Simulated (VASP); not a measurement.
# Cu (Fm-3m) in VASP: a series of runs

Runs on Cu. Level: LDA. Tasks: single point.

Program: VASP 6.6.1. These are calculated values, not measurements. Logs are shortened: lines on timing, memory, paths and dates and some standing lists are left out, and cuts for length are marked.

### 1 The cell of the first run

Symmetry: Fm-3m, No. 225, cubic system. The conventional cell has a = 3.615 Å, b = 3.615 Å, c = 3.615 Å, α = 90.00°, β = 90.00°, γ = 90.00°. Cu (site symmetry m-3m) has 12 Cu at 2.56 Å within 3.4 Å.

### 2 Single point, LDA

INCAR

```
ALGO = Normal
EDIFF = 1E-6
ENCUT = 520
GGA = CA
ISIF = 2
ISMEAR = -1
LASPH = True
LCHARG = False
LREAL = False
LWAVE = False
NBANDS = 12
NELM = 100
PREC = Accurate
SIGMA = 0.3
```

KPOINTS

```
k-points
0
Gamma
  4 4 4
```

POSCAR

```
Cu
1.0
    0.0000000000      1.8075000000      1.8075000000
    1.8075000000      0.0000000000      1.8075000000
    1.8075000000      1.8075000000      0.0000000000
Cu
1
Direct
    0.0000000000      0.0000000000      0.0000000000
```

Potentials or basis: VASP PAW LDA potentials, release 64 (Cu).

Run with:

```
cat potpaw_LDA.64/Cu/POTCAR > POTCAR
mpirun -np 1 vasp_std > vasp.out
```

OUTCAR:

```text
EDIFF = 1E-6
   ENCUT = 520
   GGA = CA
   ISIF = 2
   ISMEAR = -1
   LASPH = True
   LREAL = False
   NELM = 100
   PREC = Accurate

 ion  position               nearest neighbor table
   1  0.000  0.000  0.000-

  LATTYP: Found a face centered cubic cell.
 ALAT       =     3.6150000000

  Lattice vectors:

 A1 = (   0.0000000000,   1.8075000000,   1.8075000000)
 A2 = (   1.8075000000,   0.0000000000,   1.8075000000)
 A3 = (   1.8075000000,   1.8075000000,   0.0000000000)

Analysis of symmetry for initial positions (statically):
=====================================================================
 Subroutine PRICEL returns:
 Original cell was already a primitive cell.

 Routine SETGRP: Setting up the symmetry group for a
 face centered cubic supercell.

 Subroutine GETGRP returns: Found 48 space group operations
 (whereof 48 operations were pure point group operations)
 out of a pool of 48 trial point group operations.

The static configuration has the point symmetry O_h .

Analysis of symmetry for dynamics (positions and initial velocities):
=====================================================================
 Subroutine PRICEL returns:
 Original cell was already a primitive cell.

 Routine SETGRP: Setting up the symmetry group for a
 face centered cubic supercell.

 Subroutine GETGRP returns: Found 48 space group operations
 (whereof 48 operations were pure point group operations)
 out of a pool of 48 trial point group operations.

The dynamic configuration has the point symmetry O_h .

 Subroutine INISYM returns: Found 48 space group operations
 (whereof 48 operations are pure point group operations),
 and found     1 'primitive' translations

----------------------------------------------------------------------------------------

                                     Primitive cell

  volume of cell :      11.8104

  direct lattice vectors                    reciprocal lattice vectors
     0.000000000  1.807500000  1.807500000    -0.276625173  0.276625173  0.276625173
     1.807500000  0.000000000  1.807500000     0.276625173 -0.276625173  0.276625173
     1.807500000  1.807500000  0.000000000     0.276625173  0.276625173 -0.276625173

  length of vectors
     2.556191014  2.556191014  2.556191014     0.479128854  0.479128854  0.479128854

  position of ions in fractional coordinates (direct lattice)
     0.000000000  0.000000000  0.000000000

  ion indices of the primitive-cell ions
   primitive index   ion index
                 1           1

----------------------------------------------------------------------------------------

 KPOINTS: k-points

Automatic generation of k-mesh.
 Grid dimensions read from file:
 generate k-points for:    4    4    4

 Generating k-lattice:

  Cartesian coordinates                     Fractional coordinates (reciprocal lattice)
    -0.069156293  0.069156293  0.069156293     0.250000000  0.000000000  0.000000000
     0.069156293 -0.069156293  0.069156293     0.000000000  0.250000000  0.000000000
     0.069156293  0.069156293 -0.069156293     0.000000000  0.000000000  0.250000000

  Length of vectors
     0.119782214  0.119782214  0.119782214

  Shift w.r.t. Gamma in fractional coordinates (k-lattice)
     0.000000000  0.000000000  0.000000000

 Subroutine IBZKPT returns following result:
 ===========================================

 Found      8 irreducible k-points:

 Following reciprocal coordinates:
            Coordinates               Weight
  0.000000  0.000000  0.000000      1.000000
  0.250000  0.000000  0.000000      8.000000
  0.500000  0.000000  0.000000      4.000000
  0.250000  0.250000  0.000000      6.000000
  0.500000  0.250000  0.000000     24.000000
 -0.250000  0.250000  0.000000     12.000000
  0.500000  0.500000  0.000000      3.000000
 -0.250000  0.500000  0.250000      6.000000
   k-points           NKPTS =      8   k-points in BZ     NKDIM =      8   number of bands    NBANDS=     12
   number of dos      NEDOS =    301   number of ions     NIONS =      1
   total plane-waves  NPLWV =   8000
   dimension x,y,z NGX =    20 NGY =   20 NGZ =   20
   dimension x,y,z NGXF=    40 NGYF=   40 NGZF=   40
   ions per type =               1
   NGX,Y,Z   is equivalent  to a cutoff of  13.01, 13.01, 13.01 a.u.
   NGXF,Y,Z  is equivalent  to a cutoff of  26.01, 26.01, 26.01 a.u.
 SYSTEM =  unknown system
   PREC   = accura    normal or accurate (medium, high low for compatibility)
   ISTART =      0    job   : 0-new  1-cont  2-samecut
   ICHARG =      2    charge: 1-file 2-atom 10-const
   ISPIN  =      1    spin polarized calculation?
   LNONCOLLINEAR =      F non collinear calculations
   LSORBIT =      F    spin-orbit coupling
   LASPH  =      T    aspherical Exc in radial PAW
   ENCUT  =  520.0 eV  38.22 Ry    6.18 a.u.   4.75  4.75  4.75*2*pi/ulx,y,z
   NELM   =    100;   NELMIN=  2; NELMDL= -5     # of ELM steps
   EDIFF  = 0.1E-05   stopping-criterion for ELM
   LREAL  =      F    real-space projection
   EDIFFG = 0.1E-04   stopping-criterion for IOM
   NSW    =      0    number of steps for IOM
   IBRION =     -1    ionic relax: 0-MD 1-quasi-New 2-CG
   NFREE  =      0    steps in history (QN), initial steepest desc. (CG)
   ISIF   =      2    stress and relaxation
   ISYM   =      2    0-nonsym 1-usesym 2-fastsym
   POTIM  = 0.5000    time-step for ionic-motion
   TEBEG  =    0.0;   TEEND  =   0.0 temperature during run
   PSTRESS=    0.0 pullay stress
   NELECT =      11.0000    total number of electrons
   NUPDOWN=      -1.0000    fix difference up-down
   EMIN   =  10.00;   EMAX   =-10.00  energy-range for DOS
   EFERMI =   0.00;   METHOD = LEGACY
   ISMEAR =    -1;   SIGMA  =   0.30  broadening in eV -4-tet -1-fermi 0-gaus
   EFERMI_NEDOS =   21; number of points for ismear=-14 and -15
   IALGO  =     38    algorithm
   IMIX   =      4    mixing-type and parameters
     AMIX     =   0.40;   BMIX     =  1.00
     AMIX_MAG =   1.60;   BMIX_MAG =  1.00
  volume/ion in A,a.u.               =      11.81        79.70
  Fermi-wavevector in a.u.,A,eV,Ry     =   1.598763  3.021224 34.777078  2.556043
  Thomas-Fermi vector in A             =   2.696162
   LORBIT       =      0    0 simple, 1 ext, 2 COOP (PROOUT), +10 PAW based schemes
   GGA     = CA    functional components
   LHFCALC =     F    Hartree Fock is set to
   AEXX    =    0.0000 exact exchange contribution
   IVDW    =     0    specifies the selected vdW correction
   LEPSILON=     F    determine dielectric tensor
   LRPA    =     F    only Hartree local field effects (RPA)
 non-spin polarized calculation
  energy-cutoff  :      520.00
  volume of cell :       11.81
 maximum number of plane-waves:       332
 NGX is ok and might be reduce to    20
   NGX =  9   NGY =  9   NGZ =  9

 number of electron      11.0000001 magnetization

 Free energy of the ion-electron system (eV)
  ---------------------------------------------------
  ext. energy  EPLUGINS =         0.00000000
  ---------------------------------------------------
  free energy    TOTEN  =        -4.56413431 eV

  energy without entropy =       -4.43821141  energy(sigma->0) =       -4.50117286

 E-fermi :   7.5841     XC(G=0): -13.1103

 val. band max:        6.9606480141   @ k =  -0.2500   0.2500   0.0000
 cond. band min:       8.2363885354   @ k =   0.5000   0.2500   0.0000
 fundamental gap:      1.2757405213
 Fermi energy:         7.5840568905

 k-point     1 :       0.0000    0.0000    0.0000
  band No.  band energies     occupation
      1      -2.0131      2.00000
      2       4.2053      1.99997
      3       4.2053      1.99997
      4       4.2053      1.99997
      5       5.0401      1.99958
      6       5.0401      1.99958
      7      30.0234      0.00000
      8      32.4801      0.00000
      9      32.4801      0.00000
     10      32.4801      0.00000
     11      35.0075      0.00000
     12      35.0075      0.00000

 k-point     2 :       0.2500    0.0000    0.0000
  band No.  band energies     occupation
      1       0.1028      2.00000
      2       3.9654      1.99999
      3       4.3653      1.99996
      4       4.3653      1.99996
      5       5.1211      1.99946
      6       5.1211      1.99946
      7      19.7528      0.00000
      8      29.9133      0.00000
      9      30.0488      0.00000
     10      30.0488      0.00000
     11      35.7710      0.00000
     12      35.7710      0.00000

 k-point     3 :       0.5000    0.0000    0.0000
  band No.  band energies     occupation
      1       2.1808      2.00000
      2       4.1800      1.99998
      3       4.1800      1.99998
      4       5.6058      1.99727
      5       5.6058      1.99727
      6       6.3595      1.96681
      7      11.0246      0.00002
      8      28.5447      0.00000
      9      29.2386      0.00000
     10      29.2386      0.00000
     11      32.4098      0.00000
     12      32.4098      0.00000

 k-point     4 :       0.2500    0.2500    0.0000
  band No.  band energies     occupation
      1       0.7436      2.00000
      2       3.4932      2.00000
      3       4.5909      1.99991
      4       4.8688      1.99977
      5       4.8688      1.99977
      6       5.3135      1.99897
      7      24.3497      0.00000
      8      24.3497      0.00000
      9      25.7163      0.00000
     10      26.3484      0.00000
     11      29.3292      0.00000
     12      44.3625      0.00000

 k-point     5 :       0.5000    0.2500    0.0000
  band No.  band energies     occupation
      1       2.8318      2.00000
      2       3.3969      2.00000
      3       4.2456      1.99997
      4       4.8533      1.99978
      5       5.6458      1.99688
      6       8.2364      0.20414
      7      14.0063      0.00000
      8      19.8756      0.00000
      9      23.3433      0.00000
     10      26.9502      0.00000
     11      36.6054      0.00000
     12      40.8080      0.00000

 k-point     6 :      -0.2500    0.2500    0.0000
  band No.  band energies     occupation
      1       2.6028      2.00000
      2       3.7147      1.99999
      3       3.9281      1.99999
      4       4.7169      1.99986
      5       5.0291      1.99960
      6       6.9606      1.77750
      7      17.0175      0.00000
      8      18.2038      0.00000
      9      27.7252      0.00000
     10      29.0338      0.00000
     11      37.5155      0.00000
     12      38.4476      0.00000

 k-point     7 :       0.5000    0.5000    0.0000
  band No.  band energies     occupation
      1       2.3906      2.00000
      2       2.8207      2.00000
      3       5.5937      1.99738
      4       5.7449      1.99566
      5       5.7449      1.99566
      6       8.8217      0.03180
      7      14.4194      0.00000
      8      20.3341      0.00000
      9      20.3341      0.00000
     10      24.9580      0.00000
     11      27.5848      0.00000
     12      49.2754      0.00000

 k-point     8 :      -0.2500    0.5000    0.2500
  band No.  band energies     occupation
      1       3.1274      2.00000
      2       3.7140      2.00000
      3       3.7140      2.00000
      4       5.0017      1.99963
      5       5.7457      1.99565
      6      13.5085      0.00000
      7      13.5085      0.00000
      8      15.6753      0.00000
      9      16.0258      0.00000
     10      35.5500      0.00000
     11      35.5500      0.00000
     12      36.7143      0.00000

------------------------ aborting loop because EDIFF is reached ----------------------------------------

  FORCE on cell =-STRESS in cart. coord.  units (eV):
  Direction    XX          YY          ZZ          XY          YZ          ZX
  --------------------------------------------------------------------------------------
  -------------------------------------------------------------------------------------
  Total       -0.7210149     -0.7210149     -0.7210149     -0.0000000     -0.0000000      0.0000000
  in kB      -97.8115023    -97.8115023    -97.8115023     -0.0000000     -0.0000000      0.0000000
  external PRESSURE =     -97.8115023 kB  Pullay stress =       0.0000000 kB

 VOLUME and BASIS-vectors are now :
 -----------------------------------------------------------------------------
  energy-cutoff  :      520.00
  volume of cell :       11.81
      direct lattice vectors                 reciprocal lattice vectors
     0.000000000  1.807500000  1.807500000    -0.276625173  0.276625173  0.276625173
     1.807500000  0.000000000  1.807500000     0.276625173 -0.276625173  0.276625173
     1.807500000  1.807500000  0.000000000     0.276625173  0.276625173 -0.276625173

 POSITION                                       TOTAL-FORCE (eV/Angst)
 -----------------------------------------------------------------------------------
      0.00000      0.00000      0.00000         0.000000     -0.000000      0.000000
 -----------------------------------------------------------------------------------
    total drift:                                0.000000      0.000000      0.000000

  FREE ENERGIE OF THE ION-ELECTRON SYSTEM (eV)
  ---------------------------------------------------
  free  energy   TOTEN  =        -4.5641343117 eV

  energy  without entropy=       -4.4382114056  energy(sigma->0) =       -4.50117286
```

Run time: 1.8 s. Hardware: 1 thread of Intel Xeon 6975P-C, shared host; peak memory 0.12 GiB.

What came out:

- Free energy: -4.5641 eV
- Pressure: -9.8 GPa

Levels at points of the mesh, in eV from the Fermi level:
```
           k point  band 2  band 3  band 4  band 5  band 6  band 7  band 8  band 9  band 10  band 11
(0.00, 0.00, 0.00)   -3.38   -3.38   -3.38   -2.54   -2.54   22.44   24.90   24.90    24.90    27.42
(0.50, 0.00, 0.00)   -3.40   -3.40   -1.98   -1.98   -1.22    3.44   20.96   21.65    21.65    24.83
(0.50, 0.50, 0.00)   -4.76   -1.99   -1.84   -1.84    1.24    6.84   12.75   12.75    17.37    20.00
```

Caveat: the k points lie up to 0.75 Å⁻¹ apart.

### 3 Single point, LDA

INCAR

```
PREC = Accurate ; ENCUT = 520
EDIFF = 1E-6 ; ISMEAR = -1
SIGMA = 0.3 ; LREAL = False
LASPH = True ; NELM = 60
ALGO = Normal ; ISIF = 2
LWAVE = False ; LCHARG = False
NBANDS = 12
```

KPOINTS

```
regular mesh
0
Gamma
  5 5 5
```

POSCAR is that of step 2.

Potentials or basis: VASP PAW LDA potentials, release 64 (Cu).

Run with:

```
cat potpaw_LDA.64/Cu/POTCAR > POTCAR
mpirun -np 1 vasp_std > vasp.out
```

Wall time 1.9 s (1 thread of Intel Xeon 6975P-C, shared host); peak memory 0.11 GiB.

It converged, with:

```yaml
Free_energy: -4.8057 eV
Pressure: -12.5 GPa
```

Levels at points of the mesh, in eV from the Fermi level:
```csv
k point,band 2,band 3,band 4,band 5,band 6,band 7,band 8,band 9,band 10,band 11
"(0.00, 0.00, 0.00)",-2.95,-2.95,-2.95,-2.11,-2.11,22.81,25.27,25.27,25.27,27.81
```

Caveat: the k points lie up to 0.60 Å⁻¹ apart.

### 4 Single point, LDA

INCAR

```
ALGO = Normal
EDIFF = 1E-6
ENCUT = 520
GGA = CA
ISIF = 2
ISMEAR = -1
LASPH = T
LCHARG = F
LREAL = F
LWAVE = F
NBANDS = 12
NELM = 100
PREC = Accurate
SIGMA = 0.3
```

KPOINTS

```
k-points
0
Gamma
  7 7 7
```

POSCAR is that of step 3.

Run with:

```
cat potpaw_LDA.64/Cu/POTCAR > POTCAR
mpirun -np 1 vasp_std > vasp.out
```

Run time: 2.8 s. Hardware: 1 thread of Intel Xeon 6975P-C, shared host; peak memory 0.11 GiB.

Results (log left out):

* Free energy: -4.7388 eV
* Pressure: -11.7 GPa

Levels at points of the mesh, in eV from the Fermi level:
| k point | band 3 | band 4 | band 5 | band 6 | band 7 | band 8 | band 9 | band 10 |
| --- | --- | --- | --- | --- | --- | --- | --- | --- |
| (0.00, 0.00, 0.00) | -3.18 | -3.18 | -2.34 | -2.34 | 22.59 | 25.05 | 25.05 | 25.05 |

Caveat: the k points lie up to 0.43 Å⁻¹ apart.

### 5 Overview

```csv
k mesh,gap on the mesh (eV),pressure (GPa)
4 × 4 × 4,none,-9.8
5 × 5 × 5,none,-12.5
7 × 7 × 7,none,-11.7
```

Alike in all rows: task single point; level LDA; potentials or basis VASP PAW LDA potentials, release 64 (Cu); no spin polarisation; cell as given; cutoff (eV) 520; smearing fermi-dirac 0.3 eV.

Caveats: all runs use coarse meshes.

Absolute energies hang on the potentials; compare differences alone.
